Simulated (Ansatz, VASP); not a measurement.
**Two plane-wave programs on C**

File POSCAR:

```
C
1.0
    0.0000000000      1.7789244160      1.7789244160
    1.7789244160      0.0000000000      1.7789244160
    1.7789244160      1.7789244160      0.0000000000
C
2
Direct
    0.0000000000      0.0000000000      0.0000000000
    0.2500000000      0.2500000000      0.2500000000
```

The input INCAR.step1:

```
PREC     = Accurate       # precision mode
ENCUT    = 660            # plane-wave cutoff, eV
ISMEAR   = 0              # smearing method
SIGMA    = 0.02           # smearing width, eV
LREAL    = False          # projectors in reciprocal space
LASPH    = True           # aspherical terms in the spheres
NELM     = 120            # most SCF steps
NBANDS   = 11             # bands
GGA      = PE             # functional
ALGO     = Normal         # electronic algorithm
EDIFF    = 1E-5           # SCF threshold, eV
LWAVE    = True           # write WAVECAR
LCHARG   = False          # write CHGCAR
GGA_COMPAT= False
```

The input INCAR.step2:

```
PREC     = Accurate       # precision mode
ENCUT    = 660            # plane-wave cutoff, eV
EDIFF    = 1E-6           # SCF threshold, eV
ISMEAR   = 0              # smearing method
SIGMA    = 0.02           # smearing width, eV
LREAL    = False          # projectors in reciprocal space
LASPH    = True           # aspherical terms in the spheres
NELM     = 120            # most SCF steps
ALGO     = Normal         # electronic algorithm
ISIF     = 2              # what is computed and relaxed
LWAVE    = False          # write WAVECAR
LCHARG   = True           # write CHGCAR
METAGGA  = R2SCAN         # meta-GGA
LMIXTAU  = True         
LUSE_VDW = True         
IVDW_NL  = 2            
BPARAM   = 11.95        
CPARAM   = 0.0093       
LELF     = True           # ELF
LVHAR    = True         
NBANDS   = 11             # bands
ISTART   = 1            
GGA_COMPAT= False
```

File KPOINTS:

```
regular mesh
0
Gamma
  12 12 12
```

Input for Ansatz:

```yaml
crystal:
  lattice:
    - [0.0, 1.7789244155, 1.7789244155]
    - [1.7789244155, 0.0, 1.7789244155]
    - [1.7789244155, 1.7789244155, 0.0]
  atoms:
    - { symbol: C, position: [0.0, 0.0, 0.0] }
    - { symbol: C, position: [0.25, 0.25, 0.25] }
basis:
  ecutwfc: 500
kpoints:
  mp_grid: { grid: [12, 12, 12] }
  band_path:
    path:
      - [[0.0, 0.0, 0.0], [0.5, 0.0, 0.5], [0.625, 0.25, 0.625]]
      - [[0.375, 0.375, 0.75], [0.0, 0.0, 0.0], [0.5, 0.5, 0.5], [0.5, 0.25, 0.75], [0.5, 0.0, 0.5]]
    npoints: 10
hamiltonian:
  xc: r2scan
  dispersion: rvv10
  pseudopotentials: { kind: paw, azcp: { folder: soft_1 } }
scf:
  occupations: { method: gaussian, width: 0.02 }
  n_extra_bands: 7
output:
  forces: true
  stress: true
  eigenvalues: true
```

Alike in both runs: task single point; functional r2SCAN; dispersion rVV10; k mesh 12 × 12 × 12; occupations gaussian, width 0.02 eV; no spin polarisation.

|  | VASP | Ansatz |
| --- | --- | --- |
| version | VASP 6.6.1 | Ansatz 0.2.0 |
| potentials or method | VASP PAW PBE potentials, release 64 (C), cutoff 660 eV | scalar-relativistic, plane waves, PAW |
| valence electrons in the cell | 8 | 8 |

|  | VASP | Ansatz | Ansatz less VASP |
| --- | --- | --- | --- |
| gap on the k mesh at the Fermi level (eV) | 4.33 | 4.36 | +0.028 |
| least direct gap on the mesh (eV) | 5.85 | 5.89 | +0.043 |
| pressure (GPa) | 0.2 | 0.0 | -0.17 |

VASP's potentials were made for PBE, not for r2SCAN.
